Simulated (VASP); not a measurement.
# BaTiO3 (R3m) in VASP: single point with PBE

Aim: the single point of BaTiO3 with PBE.

Program: VASP 6.6.1. These are calculated values, not measurements. Logs are shortened: lines on timing, memory, paths and dates and some standing lists are left out, and cuts for length are marked.

## (1) The cell of the first run

It takes space group R3m (No. 160, trigonal). The conventional cell has a = 5.730 Å, b = 5.730 Å, c = 7.045 Å, α = 90.00°, β = 90.00°, γ = 120.00°. Ba (site symmetry 3m) has 12 O at 2.82 to 2.92 Å and 8 Ti at 3.42 to 3.62 Å within 3.7 Å. Ti (site symmetry 3m) has 6 O at 1.90 to 2.16 Å within 2.5 Å. O (site symmetry m) has 2 Ti at 1.90 to 2.16 Å within 2.5 Å.

## (2) Single point, PBE (13.35 Å³/atom)

Input file INCAR:

```
SYSTEM = BaTiO3
ALGO = Normal
EDIFF = 1E-7
ENCUT = 520
GGA = PE
ISIF = 2
ISMEAR = -1
LASPH = .True.
LCHARG = .False.
LREAL = .False.
LWAVE = .False.
NBANDS = 28
NELM = 60
PREC = Accurate
SIGMA = 0.05
```

Input file KPOINTS:

```
k-points
0
Gamma
  9 9 9
  0 0 0
```

Input file POSCAR:

```
BaTiO3
1.0
    2.8648785846      1.6540384220      2.3482315742
   -2.8648785846      1.6540384220      2.3482315742
    0.0000000000     -3.3080768441      2.3482315742
Ba Ti O
1 1 3
Direct
    0.0000000000      0.0000000000      0.0000000000
    0.5140000000      0.5140000000      0.5140000000
    0.4916000000      0.4916000000      0.9815000000
    0.4916000000      0.9815000000      0.4916000000
    0.9815000000      0.4916000000      0.4916000000
```

Potentials or basis: VASP PAW PBE potentials, release 64 (Ba_sv, Ti_sv, O).

Run with:

```bash
cat potpaw_PBE.64/Ba_sv/POTCAR potpaw_PBE.64/Ti_sv/POTCAR potpaw_PBE.64/O/POTCAR > POTCAR
mpirun -np 1 vasp_std > vasp.out
```

OUTCAR:

```text
SYSTEM = BaTiO3
   EDIFF = 1E-7
   ENCUT = 520
   GGA = PE
   ISIF = 2
   ISMEAR = -1
   LASPH = .True.
   LREAL = .False.
   NELM = 60
   PREC = Accurate

 ion  position               nearest neighbor table
   1  0.000  0.000  0.000-   3 2.82   4 2.82   5 2.82   3 2.87   3 2.87   5 2.87   4 2.87   4 2.87
                             5 2.87   3 2.92   4 2.92   5 2.92   2 3.42   2 3.48   2 3.48   2 3.48
   2  0.514  0.514  0.514-   4 1.90   5 1.90   3 1.90   4 2.16   5 2.16   3 2.16   1 3.42   1 3.48
                             1 3.48   1 3.48   1 3.54   1 3.54   1 3.54   1 3.62
   3  0.492  0.492  0.981-   2 1.90   2 2.16   1 2.82   1 2.87   1 2.87   1 2.92
   4  0.492  0.981  0.492-   2 1.90   2 2.16   1 2.82   1 2.87   1 2.87   1 2.92
   5  0.981  0.492  0.492-   2 1.90   2 2.16   1 2.82   1 2.87   1 2.87   1 2.92

  LATTYP: Found a trigonal (rhomboedric) cell.
 ALAT       =     4.0567923205
 COS(alpha) =     0.0025827226

  Lattice vectors:

 A1 = (   2.8648785846,   1.6540384220,   2.3482315742)
 A2 = (  -2.8648785846,   1.6540384220,   2.3482315742)
 A3 = (   0.0000000000,  -3.3080768441,   2.3482315742)

Analysis of symmetry for initial positions (statically):
=====================================================================
 Subroutine PRICEL returns:
 Original cell was already a primitive cell.

 Routine SETGRP: Setting up the symmetry group for a
 trigonal (rhombohedral) supercell.

 Subroutine GETGRP returns: Found  6 space group operations
 (whereof  6 operations were pure point group operations)
 out of a pool of 12 trial point group operations.

The static configuration has the point symmetry C_3v.

Analysis of symmetry for dynamics (positions and initial velocities):
=====================================================================
 Subroutine PRICEL returns:
 Original cell was already a primitive cell.

 Routine SETGRP: Setting up the symmetry group for a
 trigonal (rhombohedral) supercell.

 Subroutine GETGRP returns: Found  6 space group operations
 (whereof  6 operations were pure point group operations)
 out of a pool of 12 trial point group operations.

The dynamic configuration has the point symmetry C_3v.

 Subroutine INISYM returns: Found  6 space group operations
 (whereof  6 operations are pure point group operations),
 and found     1 'primitive' translations

----------------------------------------------------------------------------------------

                                     Primitive cell

  volume of cell :      66.7643

  direct lattice vectors                    reciprocal lattice vectors
     2.864878585  1.654038422  2.348231574     0.174527466  0.100763480  0.141950793
    -2.864878585  1.654038422  2.348231574    -0.174527466  0.100763480  0.141950793
     0.000000000 -3.308076844  2.348231574     0.000000000 -0.201526959  0.141950793

  length of vectors
     4.056792321  4.056792321  4.056792321     0.246501811  0.246501811  0.246501811

  position of ions in fractional coordinates (direct lattice)
     0.000000000  0.000000000  0.000000000
     0.514000000  0.514000000  0.514000000
     0.491600000  0.491600000  0.981500000
     0.491600000  0.981500000  0.491600000
     0.981500000  0.491600000  0.491600000

  ion indices of the primitive-cell ions
   primitive index   ion index
                 1           1
                 2           2
                 3           3
                 4           4
                 5           5

----------------------------------------------------------------------------------------

 KPOINTS: k-points

Automatic generation of k-mesh.
 Grid dimensions read from file:
 generate k-points for:    9    9    9

 Generating k-lattice:

  Cartesian coordinates                     Fractional coordinates (reciprocal lattice)
     0.019391941  0.011195942  0.015772310     0.111111111  0.000000000  0.000000000
    -0.019391941  0.011195942  0.015772310     0.000000000  0.111111111  0.000000000
     0.000000000 -0.022391884  0.015772310     0.000000000  0.000000000  0.111111111

  Length of vectors
     0.027389090  0.027389090  0.027389090

  Shift w.r.t. Gamma in fractional coordinates (k-lattice)
     0.000000000  0.000000000  0.000000000

 Subroutine IBZKPT returns following result:
 ===========================================

 Found     85 irreducible k-points:

 Following reciprocal coordinates:
            Coordinates               Weight
  0.000000  0.000000  0.000000      1.000000
  0.111111 -0.000000 -0.000000      6.000000
  0.222222  0.000000 -0.000000      6.000000
  0.333333 -0.000000 -0.000000      6.000000
  0.444444  0.000000 -0.000000      6.000000
  0.111111  0.111111 -0.000000      6.000000
[... 16 lines left out ...]
 -0.333333  0.333333  0.000000      6.000000
  0.444444  0.444444 -0.000000      6.000000
 [... further k-points ...]
   k-points           NKPTS =     85   k-points in BZ     NKDIM =     85   number of bands    NBANDS=     28
   number of dos      NEDOS =    301   number of ions     NIONS =      5
   total plane-waves  NPLWV =  27000
   dimension x,y,z NGX =    30 NGY =   30 NGZ =   30
   dimension x,y,z NGXF=    60 NGYF=   60 NGZF=   60
   ions per type =               1   1   3
   NGX,Y,Z   is equivalent  to a cutoff of  12.29, 12.29, 12.29 a.u.
   NGXF,Y,Z  is equivalent  to a cutoff of  24.59, 24.59, 24.59 a.u.
 SYSTEM =  BaTiO3
   PREC   = accura    normal or accurate (medium, high low for compatibility)
   ISTART =      0    job   : 0-new  1-cont  2-samecut
   ICHARG =      2    charge: 1-file 2-atom 10-const
   ISPIN  =      1    spin polarized calculation?
   LNONCOLLINEAR =      F non collinear calculations
   LSORBIT =      F    spin-orbit coupling
   LASPH  =      T    aspherical Exc in radial PAW
   ENCUT  =  520.0 eV  38.22 Ry    6.18 a.u.   7.54  7.54  7.54*2*pi/ulx,y,z
   NELM   =     60;   NELMIN=  2; NELMDL= -5     # of ELM steps
   EDIFF  = 0.1E-06   stopping-criterion for ELM
   LREAL  =      F    real-space projection
   EDIFFG = 0.1E-05   stopping-criterion for IOM
   NSW    =      0    number of steps for IOM
   IBRION =     -1    ionic relax: 0-MD 1-quasi-New 2-CG
   NFREE  =      0    steps in history (QN), initial steepest desc. (CG)
   ISIF   =      2    stress and relaxation
   ISYM   =      2    0-nonsym 1-usesym 2-fastsym
   POTIM  = 0.5000    time-step for ionic-motion
   TEBEG  =    0.0;   TEEND  =   0.0 temperature during run
   PSTRESS=    0.0 pullay stress
   NELECT =      40.0000    total number of electrons
   NUPDOWN=      -1.0000    fix difference up-down
   EMIN   =  10.00;   EMAX   =-10.00  energy-range for DOS
   EFERMI =   0.00;   METHOD = LEGACY
   ISMEAR =    -1;   SIGMA  =   0.05  broadening in eV -4-tet -1-fermi 0-gaus
   EFERMI_NEDOS =   21; number of points for ismear=-14 and -15
   IALGO  =     38    algorithm
   IMIX   =      4    mixing-type and parameters
     AMIX     =   0.40;   BMIX     =  1.00
     AMIX_MAG =   1.60;   BMIX_MAG =  1.00
  volume/ion in A,a.u.               =      13.35        90.11
  Fermi-wavevector in a.u.,A,eV,Ry     =   1.380109  2.608029 25.915042  1.904702
  Thomas-Fermi vector in A             =   2.505017
   LORBIT       =      0    0 simple, 1 ext, 2 COOP (PROOUT), +10 PAW based schemes
   GGA     = PE    functional components
   LHFCALC =     F    Hartree Fock is set to
   AEXX    =    0.0000 exact exchange contribution
   IVDW    =     0    specifies the selected vdW correction
   LEPSILON=     F    determine dielectric tensor
   LRPA    =     F    only Hartree local field effects (RPA)
 non-spin polarized calculation
  energy-cutoff  :      520.00
  volume of cell :       66.76
 maximum number of plane-waves:      1816
 NGX is ok and might be reduce to    30
   NGX = 15   NGY = 15   NGZ = 15

 number of electron      40.0000014 magnetization

 Free energy of the ion-electron system (eV)
  ---------------------------------------------------
  ext. energy  EPLUGINS =         0.00000000
  ---------------------------------------------------
  free energy    TOTEN  =       -40.04615453 eV

  energy without entropy =      -40.04615453  energy(sigma->0) =      -40.04615453

 E-fermi :   4.6535     XC(G=0): -11.0301

 val. band max:        3.4457769496   @ k =   0.4444   0.4444   0.4444
 cond. band min:       5.7321223191   @ k =   0.0000   0.0000   0.0000
 fundamental gap:      2.2863453695
 Fermi energy:         4.6534722819

 k-point     1 :       0.0000    0.0000    0.0000
  band No.  band energies     occupation
      1     -52.9904      2.00000
      2     -29.2256      2.00000
      3     -29.2194      2.00000
      4     -29.2194      2.00000
      5     -21.4308      2.00000
      6     -13.2664      2.00000
[... 20 lines left out ...]
     27       8.5009      0.00000
     28      10.4262      0.00000

 k-point     2 :       0.1111   -0.0000   -0.0000
  band No.  band energies     occupation
      1     -52.9904      2.00000
      2     -29.2283      2.00000
      3     -29.2216      2.00000
      4     -29.2192      2.00000
      5     -21.4199      2.00000
      6     -13.2674      2.00000
[... 20 lines left out ...]
     27       8.7316      0.00000
     28      10.7183      0.00000

 k-point     3 :       0.2222    0.0000   -0.0000
  band No.  band energies     occupation
      1     -52.9901      2.00000
      2     -29.2400      2.00000
      3     -29.2223      2.00000
      4     -29.2187      2.00000
      5     -21.3920      2.00000
      6     -13.2965      2.00000
[... 20 lines left out ...]
     27       9.3534      0.00000
     28      11.5333      0.00000

 k-point     4 :       0.3333   -0.0000   -0.0000
  band No.  band energies     occupation
      1     -52.9898      2.00000
      2     -29.2544      2.00000
      3     -29.2220      2.00000
      4     -29.2181      2.00000
      5     -21.3599      2.00000
      6     -13.3644      2.00000
[... 578 lines left out ...]
     27      11.4994      0.00000
     28      12.6305      0.00000

 k-point    23 :      -0.3333    0.3333    0.0000
  band No.  band energies     occupation
      1     -52.9892      2.00000
      2     -29.2544      2.00000
      3     -29.2504      2.00000
      4     -29.2188      2.00000
      5     -21.3065      2.00000
      6     -13.1158      2.00000
[... 20 lines left out ...]
     27      11.6543      0.00000
     28      11.9617      0.00000

 k-point    24 :       0.4444    0.4444   -0.0000
  band No.  band energies     occupation
      1     -52.9889      2.00000
      2     -29.2632      2.00000
      3     -29.2590      2.00000
      4     -29.2181      2.00000
      5     -21.2766      2.00000
      6     -12.9355      2.00000
[... 20 lines left out ...]
     27      11.4213      0.00000
     28      12.9594      0.00000

 [... further k-points ...]
[... 5 lines left out ...]
  --------------------------------------------------------------------------------------
  -------------------------------------------------------------------------------------
  Total        0.0402090      0.0402090      0.0639403      0.0000000     -0.0000000      0.0000000
  in kB        0.9649175      0.9649175      1.5344100      0.0000000     -0.0000000      0.0000000
  external PRESSURE =       1.1547483 kB  Pullay stress =       0.0000000 kB

 VOLUME and BASIS-vectors are now :
 -----------------------------------------------------------------------------
  energy-cutoff  :      520.00
  volume of cell :       66.76
      direct lattice vectors                 reciprocal lattice vectors
     2.864878585  1.654038422  2.348231574     0.174527466  0.100763480  0.141950793
    -2.864878585  1.654038422  2.348231574    -0.174527466  0.100763480  0.141950793
     0.000000000 -3.308076844  2.348231574     0.000000000 -0.201526959  0.141950793

 POSITION                                       TOTAL-FORCE (eV/Angst)
 -----------------------------------------------------------------------------------
      0.00000      0.00000      0.00000         0.000000     -0.000000      0.087911
      0.00000     -0.00000      3.62097         0.000000     -0.000000      0.259423
      0.00000     -1.62063      4.61357         0.000000      0.036900     -0.115778
     -1.40350      0.81031      4.61357         0.031956     -0.018450     -0.115778
      1.40350      0.81031      4.61357        -0.031956     -0.018450     -0.115778
 -----------------------------------------------------------------------------------
    total drift:                               -0.000000      0.000004      0.000095

  FREE ENERGIE OF THE ION-ELECTRON SYSTEM (eV)
  ---------------------------------------------------
  free  energy   TOTEN  =       -40.0461545319 eV

  energy  without entropy=      -40.0461545319  energy(sigma->0) =      -40.04615453
```

Wall time 5.3 min (1 thread of Intel Xeon 8259CL, shared host); peak memory 0.28 GiB.

Results:

| Quantity | Value |
| --- | --- |
| Free energy | -40.0462 eV |
| Pressure | 0.1 GPa |
| Largest force | 0.259 eV/Å |
| Band gap on the k mesh | 2.29 eV (least direct gap 2.67 eV) |

Forces on the atoms (eV/Å):
```
Ba   0.000  0.000  0.088
Ti   0.000  0.000  0.259
O    0.000  0.037 -0.116
O    0.032 -0.018 -0.116
O   -0.032 -0.018 -0.116
```

Caveat: spin-orbit coupling is left out, which moves the levels of the heavy elements. A k mesh can miss the band edges.
